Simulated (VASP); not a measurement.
Here is a VASP 6.6.1 calculation.

INCAR

```
PREC     = Accurate       # precision mode
ENCUT    = 520            # plane-wave cutoff, eV
EDIFF    = 1E-7           # SCF threshold, eV
ISMEAR   = -1             # smearing method
SIGMA    = 0.1            # smearing width, eV
LREAL    = False          # projectors in reciprocal space
LASPH    = True           # aspherical terms in the spheres
NELM     = 80             # most SCF steps
ALGO     = Normal         # electronic algorithm
ISIF     = 2              # what is computed and relaxed
LWAVE    = False          # write WAVECAR
LCHARG   = True           # write CHGCAR
GGA      = CA             # functional
LELF     = True           # ELF
LVHAR    = True         
NBANDS   = 15             # bands
```

The input KPOINTS:

```
regular mesh
0
Gamma
  12 12 12
```

File POSCAR:

```
TiC
1.0
    0.0000000000      2.1593000000      2.1593000000
    2.1593000000      0.0000000000      2.1593000000
    2.1593000000      2.1593000000      0.0000000000
Ti C
1 1
Direct
    0.0000000000      0.0000000000      0.0000000000
    0.5000000000      0.5000000000      0.5000000000
```

Potentials or basis: VASP PAW LDA potentials, release 64 (Ti_sv, C).

Command:

```console
$ cat potpaw_LDA.64/Ti_sv/POTCAR potpaw_LDA.64/C/POTCAR > POTCAR
$ mpirun -np 1 vasp_std > vasp.out
```

Question: Estimate the band gap on the k mesh.

Answer: Zero (band 8 reaches 9.97 eV, above the bottom of band 9 at 8.93 eV).

Question: Estimate the pressure.

Answer: -9.8 GPa.
